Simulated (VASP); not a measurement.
## Fe: single point with LDA

Crystal: Fe.

```xyz
2
Lattice="2.3470 0.0000 0.0000 -1.1735 2.0326 0.0000 0.0000 0.0000 3.7970" Properties=species:S:1:pos:R:3 pbc="T T T"
Fe    0.0000    1.3550    0.9493
Fe    1.1735    0.6775    2.8478
```

```
Program                : VASP 6.6.1
Task                   : single point
Functional             : LDA
Potentials or basis    : VASP PAW LDA potentials, release 64 (Fe)
Cutoff                 : 520 eV
k mesh                 : 15 × 15 × 8
Occupations            : fermi-dirac, width 0.1 eV
Spin                   : collinear spin, ferromagnetic start
Starting moments       : [4.5, 4.5] μB
Dipole correction      : no
Further INCAR settings : ALGO = Normal; EDIFF = 1e-06; NBANDS = 19
```

```json
{
  "Pressure": "20.5 GPa",
  "Band gap on the k mesh": "zero (filled and empty bands overlap)",
  "Net moment": "0.00 μB per cell",
  "Valence electrons inside the program's atomic spheres": "Fe 7.85"
}
```

Stress tensor (GPa, compression positive):
```
24.82  0.00  0.00
 0.00 24.82  0.00
 0.00  0.00 11.93
```

Levels at points of the mesh, in eV from the Fermi level:
Spin up:
| k point | band 4 | band 5 | band 6 | band 7 | band 8 | band 9 | band 10 | band 11 | band 12 | band 13 |
| --- | --- | --- | --- | --- | --- | --- | --- | --- | --- | --- |
| (0.00, 0.00, 0.00) | -1.96 | -1.96 | -1.45 | -1.45 | -0.88 | -0.88 | 0.35 | 0.85 | 0.85 | 9.72 |
| (0.00, 0.00, 0.50) | -2.55 | -2.06 | -2.06 | -2.06 | -2.06 | 0.38 | 0.38 | 0.38 | 0.38 | 18.09 |
Spin down:
```csv
k point,band 4,band 5,band 6,band 7,band 8,band 9,band 10,band 11,band 12,band 13
"(0.00, 0.00, 0.00)",-1.97,-1.97,-1.45,-1.45,-0.88,-0.88,0.35,0.85,0.85,9.72
"(0.00, 0.00, 0.50)",-2.55,-2.06,-2.06,-2.06,-2.06,0.38,0.38,0.38,0.38,18.09
```

Wall time 86 s on 1 thread of Intel(R) Xeon(R) Platinum 8259CL CPU @ 2.50GHz (Skylake/Cascade Lake), on a shared host, peak memory 0.17 GiB.

Caveat: the starting moments collapsed, and a magnetic state may lie lower.
